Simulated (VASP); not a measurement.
Input of a VASP 6.6.1 run:

The input INCAR:

```
ALGO     = Normal         # electronic algorithm
EDIFF    = 1E-6           # SCF threshold, eV
EDIFFG   = -0.01          # ionic threshold
ENCUT    = 600            # plane-wave cutoff, eV
GGA      = PS             # functional
IBRION   = 2              # ionic algorithm
ISIF     = 3              # what is computed and relaxed
ISMEAR   = 0              # smearing method
LASPH    = T              # aspherical terms in the spheres
LCHARG   = F              # write CHGCAR
LREAL    = F              # projectors in reciprocal space
LWAVE    = F              # write WAVECAR
NELM     = 60             # most SCF steps
NSW      = 80             # ionic steps
PREC     = Accurate       # precision mode
PSTRESS  = 200.0        
SIGMA    = 0.15           # smearing width, eV
```

KPOINTS

```
k-points
0
Gamma
  13 13 13
```

POSCAR

```
TiC
1.0
    0.0000000000      2.1593000000      2.1593000000
    2.1593000000      0.0000000000      2.1593000000
    2.1593000000      2.1593000000      0.0000000000
Ti C
1 1
Direct
    0.0000000000      0.0000000000      0.0000000000
    0.5000000000      0.5000000000      0.5000000000
```

Potentials or basis: VASP PAW PBE potentials, release 64 (Ti_sv, C).

The run is started by

```sh
$ cat potpaw_PBE.64/Ti_sv/POTCAR potpaw_PBE.64/C/POTCAR > POTCAR
$ mpirun -np 1 vasp_std > vasp.out
```

Question: Predict the relaxed cell.

Answer: a = 2.970 Å, b = 2.970 Å, c = 2.970 Å, α = 60.00°, β = 60.00°, γ = 60.00°.

Question: Estimate the band gap on the k mesh.

Answer: Zero (band 8 reaches 11.11 eV, above the bottom of band 9 at 10.01 eV).

Question: Predict the relaxed volume.

Answer: 9.26 Å³/atom.

The path:
```tsv
step	energy change (eV)	largest force (eV/Å)	pressure (GPa)	volume (Å³)
1	0.0000	0.0000	-4.40	20.14
2	0.8545	0.0000	86.24	15.99
3	0.0615	0.0000	18.73	18.60
4	0.0686	0.0000	19.76	18.54
5	0.0725	0.0000	20.39	18.51
6	0.0659	0.0000	19.33	18.56
7	0.0701	0.0000	20.03	18.53
```

Caveat: the cell is relaxed towards a set pressure, so the enthalpy falls and the energy may rise; the PAW data sets were made with another functional, which shifts forces and pressure a little.
